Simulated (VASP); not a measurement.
Write the native input for VASP 6.6.1 that does the following.

```yaml
Task: single point
Functional: r2SCAN
Potentials_or_basis: VASP PAW PBE potentials, release 64 (Pb_d, S)
Cutoff: 520 eV
k_mesh: 8 × 8 × 8
Occupations: gaussian, width 0.05 eV
Spin: no spin polarisation
Dipole_correction: no
Further_INCAR_settings: ALGO = Normal; EDIFF = 1e-06; NBANDS = 17
```

The system is PbS.

```
CELL_PARAMETERS angstrom
0.00000 2.87605 3.05395
2.87605 0.00000 3.05395
2.87605 2.87605 0.00000
ATOMIC_POSITIONS crystal
Pb 0.00000 0.00000 0.00000
S 0.50000 0.50000 0.50000
```

This cell differs from its parent crystal: strain -0.030 along x and y, +0.030 along z.

The input as run:

POSCAR

```
PbS
1.0
    0.0000000000      2.8760500000      3.0539500000
    2.8760500000      0.0000000000      3.0539500000
    2.8760500000      2.8760500000      0.0000000000
Pb S
1 1
Direct
    0.0000000000      0.0000000000      0.0000000000
    0.5000000000      0.5000000000      0.5000000000
```

INCAR.step1

```
SYSTEM = PbS
PREC = Accurate
ENCUT = 520
ISMEAR = 0
SIGMA = 0.05
LREAL = .FALSE.
LASPH = .TRUE.
NELM = 100
NBANDS = 17
GGA = PE
ALGO = Normal
EDIFF = 1E-4
LWAVE = .TRUE.
LCHARG = .FALSE.
```

INCAR.step2

```
SYSTEM = PbS
PREC = Accurate
ENCUT = 520
EDIFF = 1E-6
ISMEAR = 0
SIGMA = 0.05
LREAL = .FALSE.
LASPH = .TRUE.
NELM = 100
ALGO = Normal
ISIF = 2
LWAVE = .FALSE.
LCHARG = .FALSE.
METAGGA = R2SCAN
LMIXTAU = .TRUE.
NBANDS = 17
ISTART = 1
```

KPOINTS

```
regular mesh
0
G
  8 8 8
  0 0 0
```

Potentials or basis: VASP PAW PBE potentials, release 64 (Pb_d, S).

The run is started by

```console
$ cat potpaw_PBE.64/Pb_d/POTCAR potpaw_PBE.64/S/POTCAR > POTCAR
$ cp INCAR.step1 INCAR
$ mpirun -np 1 vasp_std > vasp.out
$ cp INCAR.step2 INCAR
$ mpirun -np 1 vasp_std > vasp.out
```

Results of the run:

* Pressure: 4.1 GPa
* Band gap on the k mesh: 0.38 eV

Caveat: the cell differs from its parent crystal (strain -0.030 along x and y, +0.030 along z); the cell stands under pressure; the PAW data sets were made with another functional, which shifts forces and pressure a little; spin-orbit coupling is left out, which moves the levels of the heavy elements.

Run time: 66 s on 1 thread of Intel(R) Xeon(R) 6975P-C (Granite Rapids), on a shared host, peak memory 0.21 GiB.
